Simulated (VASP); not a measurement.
Here is a VASP 6.6.1 calculation.

File INCAR:

```
PREC = Accurate
ENCUT = 520
EDIFF = 1E-6
ISMEAR = -1
SIGMA = 0.1
LREAL = False
LASPH = True
NELM = 80
ALGO = Normal
ISIF = 2
LWAVE = False
LCHARG = True
LELF = True
LVHAR = True
NBANDS = 14
```

KPOINTS

```
regular mesh
0
Gamma
  16 16 9
```

POSCAR

```
Re
1.0
    2.7504026550      0.0000000000      0.0000000000
   -1.3752013275      2.3819185699      0.0000000000
    0.0000000000      0.0000000000      4.4306018460
Re
2
Direct
    0.3333333333      0.6666666667      0.2500000000
    0.6666666667      0.3333333333      0.7500000000
```

Potentials or basis: VASP PAW LDA potentials, release 64 (Re).

The run is started by

```sh
$ cat potpaw_LDA.64/Re/POTCAR > POTCAR
$ mpirun -np 1 vasp_std > vasp.out
```

(1) Predict the band gap on the k mesh.

(2) What does it give for the pressure?

Results:

(1) zero (bands 7 and 8 overlap by 3.46 eV).

(2) -3.4 GPa.

Caveat: the cell stands under tension; spin-orbit coupling is left out, which moves the levels of the heavy elements.
